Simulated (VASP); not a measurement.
# Cs (I4_1/amd) in VASP: a series of runs

The runs below take Cs through electric field gradients, with LDA.

All numbers are computed with VASP 6.6.1; they aren't measurements. Logs are shortened: lines on timing, memory, paths and dates and some standing lists are left out, and cuts for length are marked.

**1. The cell of the first run**

Symmetry: I4_1/amd, No. 141, tetragonal system. Conventional cell: a = 5.004 Å, b = 5.004 Å, c = 18.804 Å, α = 90.00°, β = 90.00°, γ = 90.00°.

**2. Electric field gradients, LDA (volume scaled by 0.9405)**

File INCAR:

```
SYSTEM = Cs
ALGO = Normal
EDIFF = 1E-8
ENCUT = 520
GGA = CA
ISIF = 2
ISMEAR = -1
LASPH = .TRUE.
LCHARG = .FALSE.
LEFG = .TRUE.
LREAL = .FALSE.
LWAVE = .FALSE.
NBANDS = 16
NELM = 60
PREC = Accurate
SIGMA = 0.03
```

File KPOINTS:

```
k-points
0
G
  9 9 9
  0 0 0
```

File POSCAR:

```
Cs
1.0
   -2.5021558492      2.5021558492      9.4018401231
    2.5021558492     -2.5021558492      9.4018401231
    2.5021558492      2.5021558492     -9.4018401231
Cs
2
Direct
    0.2500000000      0.7500000000      0.5000000000
    0.5000000000      0.5000000000      0.0000000000
```

Potentials or basis: VASP PAW LDA potentials, release 64 (Cs_sv).

Launch:

```console
$ cat potpaw_LDA.64/Cs_sv/POTCAR > POTCAR
$ mpirun -np 1 vasp_std > vasp.out
```

OUTCAR:

```text
SYSTEM = Cs
   EDIFF = 1E-8
   ENCUT = 520
   GGA = CA
   ISIF = 2
   ISMEAR = -1
   LASPH = .TRUE.
   LREAL = .FALSE.
   NELM = 60
   PREC = Accurate

 ion  position               nearest neighbor table
   1  0.250  0.750  0.500-
   2  0.500  0.500  0.000-

  LATTYP: Found a body centered tetragonal cell.
 ALAT       =     5.0043116984
 C/A-ratio  =     3.7574958115

  Lattice vectors:

 A1 = (  -2.5021558492,   2.5021558492,   9.4018401231)
 A2 = (   2.5021558492,  -2.5021558492,   9.4018401231)
 A3 = (   2.5021558492,   2.5021558492,  -9.4018401231)

Analysis of symmetry for initial positions (statically):
=====================================================================
 Subroutine PRICEL returns:
 Original cell was already a primitive cell.

 Routine SETGRP: Setting up the symmetry group for a
 body centered tetragonal supercell.

 Subroutine GETGRP returns: Found 16 space group operations
 (whereof  8 operations were pure point group operations)
 out of a pool of 16 trial point group operations.

The static configuration has the point symmetry D_2d.
 The point group associated with its full space group is D_4h.

Analysis of symmetry for dynamics (positions and initial velocities):
=====================================================================
 Subroutine PRICEL returns:
 Original cell was already a primitive cell.

 Routine SETGRP: Setting up the symmetry group for a
 body centered tetragonal supercell.

 Subroutine GETGRP returns: Found 16 space group operations
 (whereof  8 operations were pure point group operations)
 out of a pool of 16 trial point group operations.

The dynamic configuration has the point symmetry D_2d.
 The point group associated with its full space group is D_4h.

 Subroutine INISYM returns: Found 16 space group operations
 (whereof  8 operations are pure point group operations),
 and found     1 'primitive' translations

----------------------------------------------------------------------------------------

                                     Primitive cell

  volume of cell :     235.4516

  direct lattice vectors                    reciprocal lattice vectors
    -2.502155849  2.502155849  9.401840123     0.000000000  0.199827681  0.053181079
     2.502155849 -2.502155849  9.401840123     0.199827681  0.000000000  0.053181079
     2.502155849  2.502155849 -9.401840123     0.199827681  0.199827681  0.000000000

  length of vectors
    10.045703832 10.045703832 10.045703832     0.206783290  0.206783290  0.282599016

  position of ions in fractional coordinates (direct lattice)
     0.250000000  0.750000000  0.500000000
     0.500000000  0.500000000  0.000000000

  ion indices of the primitive-cell ions
   primitive index   ion index
                 1           1
                 2           2

----------------------------------------------------------------------------------------

 KPOINTS: k-points

Automatic generation of k-mesh.
 Grid dimensions read from file:
 generate k-points for:    9    9    9

 Generating k-lattice:

  Cartesian coordinates                     Fractional coordinates (reciprocal lattice)
     0.000000000  0.022203076  0.005909009     0.111111111  0.000000000 -0.000000000
     0.022203076  0.000000000  0.005909009     0.000000000  0.111111111 -0.000000000
     0.022203076  0.022203076  0.000000000     0.000000000  0.000000000  0.111111111

  Length of vectors
     0.022975921  0.022975921  0.031399891

  Shift w.r.t. Gamma in fractional coordinates (k-lattice)
     0.000000000  0.000000000  0.000000000

 Subroutine IBZKPT returns following result:
 ===========================================

 Found     75 irreducible k-points:

 Following reciprocal coordinates:
            Coordinates               Weight
  0.000000  0.000000  0.000000      1.000000
  0.111111  0.000000  0.000000      8.000000
  0.222222  0.000000 -0.000000      8.000000
  0.333333 -0.000000  0.000000      8.000000
  0.444444  0.000000 -0.000000      8.000000
  0.111111  0.111111  0.000000      8.000000
[... 16 lines left out ...]
 -0.333333  0.333333  0.000000      4.000000
  0.444444  0.444444 -0.000000      8.000000
 [... further k-points ...]
   k-points           NKPTS =     75   k-points in BZ     NKDIM =     75   number of bands    NBANDS=     16
   number of dos      NEDOS =    301   number of ions     NIONS =      2
   total plane-waves  NPLWV = 512000
   dimension x,y,z NGX =    80 NGY =   80 NGZ =   80
   dimension x,y,z NGXF=   160 NGYF=  160 NGZF=  160
   ions per type =               2
   NGX,Y,Z   is equivalent  to a cutoff of  13.24, 13.24, 13.24 a.u.
   NGXF,Y,Z  is equivalent  to a cutoff of  26.48, 26.48, 26.48 a.u.
 SYSTEM =  Cs
   PREC   = accura    normal or accurate (medium, high low for compatibility)
   ISTART =      0    job   : 0-new  1-cont  2-samecut
   ICHARG =      2    charge: 1-file 2-atom 10-const
   ISPIN  =      1    spin polarized calculation?
   LNONCOLLINEAR =      F non collinear calculations
   LSORBIT =      F    spin-orbit coupling
   LASPH  =      T    aspherical Exc in radial PAW
   ENCUT  =  520.0 eV  38.22 Ry    6.18 a.u.  18.68 18.68 18.68*2*pi/ulx,y,z
   NELM   =     60;   NELMIN=  2; NELMDL= -5     # of ELM steps
   EDIFF  = 0.1E-07   stopping-criterion for ELM
   LREAL  =      F    real-space projection
   EDIFFG = 0.1E-06   stopping-criterion for IOM
   NSW    =      0    number of steps for IOM
   IBRION =     -1    ionic relax: 0-MD 1-quasi-New 2-CG
   NFREE  =      0    steps in history (QN), initial steepest desc. (CG)
   ISIF   =      2    stress and relaxation
   ISYM   =      2    0-nonsym 1-usesym 2-fastsym
   POTIM  = 0.5000    time-step for ionic-motion
   TEBEG  =    0.0;   TEEND  =   0.0 temperature during run
   PSTRESS=    0.0 pullay stress
   NELECT =      18.0000    total number of electrons
   NUPDOWN=      -1.0000    fix difference up-down
   EMIN   =  10.00;   EMAX   =-10.00  energy-range for DOS
   EFERMI =   0.00;   METHOD = LEGACY
   ISMEAR =    -1;   SIGMA  =   0.03  broadening in eV -4-tet -1-fermi 0-gaus
   EFERMI_NEDOS =   21; number of points for ismear=-14 and -15
   IALGO  =     38    algorithm
   IMIX   =      4    mixing-type and parameters
     AMIX     =   0.40;   BMIX     =  1.00
     AMIX_MAG =   1.60;   BMIX_MAG =  1.00
  volume/ion in A,a.u.               =     117.73       794.45
  Fermi-wavevector in a.u.,A,eV,Ry     =   0.694809  1.312998  6.568334  0.482759
  Thomas-Fermi vector in A             =   1.777405
   LORBIT       =      0    0 simple, 1 ext, 2 COOP (PROOUT), +10 PAW based schemes
   GGA     = CA    functional components
   LHFCALC =     F    Hartree Fock is set to
   AEXX    =    0.0000 exact exchange contribution
   IVDW    =     0    specifies the selected vdW correction
   LEPSILON=     F    determine dielectric tensor
   LRPA    =     F    only Hartree local field effects (RPA)
 non-spin polarized calculation
  energy-cutoff  :      520.00
  volume of cell :      235.45
 maximum number of plane-waves:      6387
 NGX is ok and might be reduce to    80
   NGX = 37   NGY = 37   NGZ = 37

 number of electron      17.9999998 magnetization

 Free energy of the ion-electron system (eV)
  ---------------------------------------------------
  ext. energy  EPLUGINS =         0.00000000
  ---------------------------------------------------
  free energy    TOTEN  =        -1.84380501 eV

  energy without entropy =       -1.83745590  energy(sigma->0) =       -1.84063046

 E-fermi :   0.2487     XC(G=0):  -5.4694

 val. band max:        0.2119861676   @ k =   0.2222   0.2222   0.1111
 cond. band min:       0.2528063038   @ k =  -0.3333   0.3333   0.2222
 fundamental gap:      0.0408201362
 Fermi energy:         0.2487233099

 k-point     1 :       0.0000    0.0000    0.0000
  band No.  band energies     occupation
      1     -23.6644      2.00000
      2     -23.6586      2.00000
      3     -10.5391      2.00000
      4     -10.3956      2.00000
      5     -10.3898      2.00000
      6     -10.3898      2.00000
[... 8 lines left out ...]
     15       3.4516      0.00000
     16       3.4516      0.00000

 k-point     2 :       0.1111    0.0000    0.0000
  band No.  band energies     occupation
      1     -23.6635      2.00000
      2     -23.6579      2.00000
      3     -10.5339      2.00000
      4     -10.4128      2.00000
      5     -10.4039      2.00000
      6     -10.3941      2.00000
[... 8 lines left out ...]
     15       3.1004      0.00000
     16       3.4108      0.00000
[... 387 lines left out ...]
      5     -10.5017      2.00000
      6     -10.5006      2.00000
[... 8 lines left out ...]
     15       2.4544      0.00000
     16       2.4664      0.00000

 k-point    24 :       0.4444    0.4444   -0.0000
  band No.  band energies     occupation
      1     -23.6485      2.00000
      2     -23.6483      2.00000
      3     -10.5386      2.00000
      4     -10.5377      2.00000
      5     -10.5298      2.00000
      6     -10.5288      2.00000
[... 8 lines left out ...]
     15       2.6462      0.00000
     16       2.6707      0.00000

 [... further k-points ...]
[... 5 lines left out ...]
  --------------------------------------------------------------------------------------
  -------------------------------------------------------------------------------------
  Total       -0.3062583     -0.3062583     -0.5092708      0.0000000      0.0000000      0.0000000
  in kB       -2.0839960     -2.0839960     -3.4654351      0.0000000      0.0000000      0.0000000
  external PRESSURE =      -2.5444757 kB  Pullay stress =       0.0000000 kB

 VOLUME and BASIS-vectors are now :
 -----------------------------------------------------------------------------
  energy-cutoff  :      520.00
  volume of cell :      235.45
      direct lattice vectors                 reciprocal lattice vectors
    -2.502155849  2.502155849  9.401840123     0.000000000  0.199827681  0.053181079
     2.502155849 -2.502155849  9.401840123     0.199827681  0.000000000  0.053181079
     2.502155849  2.502155849 -9.401840123     0.199827681  0.199827681  0.000000000

 POSITION                                       TOTAL-FORCE (eV/Angst)
 -----------------------------------------------------------------------------------
      2.50216     -0.00000      4.70092        -0.000000      0.000000     -0.000000
      0.00000      0.00000      9.40184         0.000000     -0.000000      0.000000
 -----------------------------------------------------------------------------------
    total drift:                                0.000000     -0.000000      0.000000

  FREE ENERGIE OF THE ION-ELECTRON SYSTEM (eV)
  ---------------------------------------------------
  free  energy   TOTEN  =        -1.8438050122 eV

  energy  without entropy=       -1.8374559032  energy(sigma->0) =       -1.84063046

 Electric field gradients (V/A^2)
---------------------------------------------------------------------
 ion       V_xx      V_yy      V_zz      V_xy      V_xz      V_yz
---------------------------------------------------------------------
   1       2.491     2.491    -4.982    -0.000    -0.000    -0.000
   2       2.491     2.491    -4.982    -0.000    -0.000    -0.000
---------------------------------------------------------------------

 Electric field gradients after diagonalization (V/A^2)
 (convention: |V_zz| > |V_xx| > |V_yy|)
----------------------------------------------------------------------
 ion       V_xx      V_yy      V_zz     asymmetry (V_yy - V_xx)/ V_zz
----------------------------------------------------------------------
   1       2.491     2.491    -4.982       0.000
   2       2.491     2.491    -4.982       0.000
----------------------------------------------------------------------

           NMR quadrupolar parameters

 Cq : quadrupolar parameter    Cq=e*Q*V_zz/h
 eta: asymmetry parameters     (V_yy - V_xx)/ V_zz
 Q  : nuclear electric quadrupole moment in mb (millibarn)
----------------------------------------------------------------------
 ion       Cq(MHz)       eta       Q (mb)
----------------------------------------------------------------------
   1      -0.012       0.000       1.000
   2      -0.012       0.000       1.000
----------------------------------------------------------------------
```

Run time: 16 min. Hardware: 1 thread of Intel Xeon Platinum 8259CL at 2.50GHz (Skylake/Cascade Lake), shared host; peak memory 0.75 GiB.

Results:

```yaml
Free_energy: -1.8438 eV
Pressure: -0.3 GPa
Band_gap_on_the_k_mesh: zero (band 9 reaches 0.76 eV, above the bottom of band 10 at -0.77 eV)
```

Stress tensor (GPa, compression positive):
```
-0.21  0.00  0.00
 0.00 -0.21  0.00
 0.00  0.00 -0.35
```

Electric field gradients, principal values (V/Å²):
```csv
atom,least,middle,greatest (by size)
1 Cs,2.491,2.491,-4.982
2 Cs,2.491,2.491,-4.982
```

Caveat: without QUAD_EFG the Cq values of the log hold for a quadrupole moment of 1 mb, not for the nuclei; spin-orbit coupling is left out, which moves the levels of the heavy elements.

[end of part 1 of 3]
